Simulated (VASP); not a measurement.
Input of a VASP 6.6.1 run:

The input INCAR:

```
PREC     = Accurate       # precision mode
ENCUT    = 520            # plane-wave cutoff, eV
EDIFF    = 1E-7           # SCF threshold, eV
ISMEAR   = 0              # smearing method
SIGMA    = 0.1            # smearing width, eV
LREAL    = F              # projectors in reciprocal space
LASPH    = T              # aspherical terms in the spheres
NELM     = 100            # most SCF steps
ALGO     = Normal         # electronic algorithm
ISIF     = 2              # what is computed and relaxed
LWAVE    = F              # write WAVECAR
LCHARG   = F              # write CHGCAR
GGA      = PE             # functional
NBANDS   = 13             # bands
```

The input KPOINTS:

```
regular mesh
0
Gamma
  10 10 10
```

The input POSCAR:

```
Al2Te
1.0
    0.0000000000      3.4997986527      3.4997986527
    3.4997986527      0.0000000000      3.4997986527
    3.4997986527      3.4997986527      0.0000000000
Al Te
2 1
Direct
    0.2500000000      0.2500000000      0.2500000000
    0.7500000000      0.7500000000      0.7500000000
    0.0000000000      0.0000000000      0.0000000000
```

Potentials or basis: VASP PAW PBE potentials, release 64 (Al, Te).

Launch:

```console
$ cat potpaw_PBE.64/Al/POTCAR potpaw_PBE.64/Te/POTCAR > POTCAR
$ mpirun -np 1 vasp_std > vasp.out
```

(1) What does it give for the pressure?

(2) Predict the band gap on the k mesh.

## Answers

(1) 0.0 GPa.

(2) zero (band 6 reaches 5.57 eV, above the bottom of band 7 at 4.95 eV).

Caveat: spin-orbit coupling is left out, which moves the levels of the heavy elements.
